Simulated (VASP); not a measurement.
Set up this calculation in VASP 6.6.1, as the native input.

| Property | Result |
| --- | --- |
| Task | single point |
| Functional | PBE |
| Potentials or basis | VASP PAW PBE potentials, release 64 (Ga_d, Sb) |
| Cutoff | 520 eV |
| k mesh | 1 × 1 × 25 |
| Occupations | gaussian, width 0.05 eV |
| Spin | collinear spin, ferromagnetic start |
| Starting moments | [0.5, 0.5] μB |
| Dipole correction | no |
| Further INCAR settings | ALGO = Normal; EDIFF = 1e-07; NBANDS = 20 |

The structure of GaSb lies in POSCAR:

```
GaSb
1.0
   11.2000000000      0.0000000000      0.0000000000
    0.0000000000      9.3000000000      0.0000000000
    0.0000000000      0.0000000000      2.9064213177
Ga Sb
1 1
Direct
    0.3878860888      0.5000000000      0.0000000000
    0.6121139112      0.5000000000      0.5000000000
```

One way to write it, as run:

INCAR

```
SYSTEM = GaSb
ALGO = Normal
EDIFF = 1E-7
ENCUT = 520
GGA = PE
ISIF = 2
ISMEAR = 0
ISPIN = 2
LASPH = .True.
LCHARG = .True.
LELF = .True.
LORBIT = 11
LREAL = .False.
LVHAR = .True.
LWAVE = .False.
MAGMOM = 0.5 0.5
NBANDS = 20
NELM = 150
PREC = Accurate
SIGMA = 0.05
```

KPOINTS

```
k-points
0
Gamma
  1 1 25
  0 0 0
```

Potentials or basis: VASP PAW PBE potentials, release 64 (Ga_d, Sb).

The run is started by

```bash
$ cat potpaw_PBE.64/Ga_d/POTCAR potpaw_PBE.64/Sb/POTCAR > POTCAR
$ mpirun -np 1 vasp_std > vasp.out
```

Results of the run:

```yaml
Largest_force: 0.018 eV/Å
Net_moment: 0.12 μB per cell
Site_moments: Ga +0.03; Sb +0.03 μB
Valence_electrons_inside_the_program's_atomic_spheres: Ga 11.47; Sb 2.39
```

It took 3.4 min on 1 thread of Intel(R) Xeon(R) Platinum 8259CL CPU @ 2.50GHz (Skylake/Cascade Lake), on a shared host, peak memory 0.54 GiB.
